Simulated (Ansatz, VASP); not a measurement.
**Se in VASP and in Ansatz**

The input INCAR:

```
SYSTEM = Se
PREC = Accurate
ENCUT = 520
EDIFF = 1E-7
ISMEAR = 0
SIGMA = 0.15
LREAL = .FALSE.
LASPH = .TRUE.
NELM = 80
ALGO = Normal
ISIF = 2
LWAVE = .FALSE.
LCHARG = .FALSE.
GGA = PE
NBANDS = 20
```

KPOINTS

```
regular mesh
0
G
  12 12 12
  0 0 0
```

POSCAR

```
Se
1.0
   -2.7785823468      0.0000000000      0.0000000000
   -1.3892911734      4.4545295802     -4.7167054085
   -1.3892911734     -4.4545295802     -4.7167054085
Se
4
Direct
    0.1250000000      0.9316696325      0.8183303675
    0.6250000000      0.4316696325      0.3183303675
    0.3750000000      0.5683303675      0.6816696325
    0.8750000000      0.0683303675      0.1816696325
```

Input for Ansatz:

```yaml
crystal:
  lattice:
    - [-2.7785823468, 0.0, 0.0]
    - [-1.3892911734, 4.4545295802, -4.7167054085]
    - [-1.3892911734, -4.4545295802, -4.7167054085]
  atoms:
    - { symbol: Se, position: [0.125, 0.9316696325, 0.8183303675] }
    - { symbol: Se, position: [0.625, 0.4316696325, 0.3183303675] }
    - { symbol: Se, position: [0.375, 0.5683303675, 0.6816696325] }
    - { symbol: Se, position: [0.875, 0.0683303675, 0.1816696325] }
basis:
  ecutwfc: 420
kpoints:
  mp_grid: { grid: [12, 12, 12] }
hamiltonian:
  xc: pbe
scf:
  occupations: { method: gaussian, width: 0.15 }
output:
  forces: true
  stress: true
  eigenvalues: true
  write_density: true
  write_potential: true
  elf: true
  volumetric_format: npy
```

Alike in both runs: task single point; functional PBE; k mesh 12 × 12 × 12; occupations gaussian, width 0.15 eV; no spin polarisation.

|  | VASP | Ansatz |
| --- | --- | --- |
| version | VASP 6.6.1 | Ansatz 0.2.0 |
| potentials or method | VASP PAW PBE potentials, release 64 (Se), cutoff 520 eV | scalar-relativistic, plane waves, PAW |
| valence electrons in the cell | 24 | 64 |

|  | VASP | Ansatz | Ansatz less VASP |
| --- | --- | --- | --- |
| gap on the k mesh at the Fermi level (eV) | none | none | - |
| pressure (GPa) | 0.2 | 0.1 | -0.03 |
| traceless stress, the component that is largest in VASP (GPa) | 2.00 | 2.02 | +0.021 |
| rms of the force components (eV/Å) | 0.025 | 0.026 | +0.0014 |

Atom by atom the forces differ by 0.001 eV/Å (rms over components). A gap of «none» marks a metal or a gap that the smearing closes. VASP's potentials hold 24 valence electrons a cell and Ansatz's 64, so a difference there can come from the potentials and not from the codes.
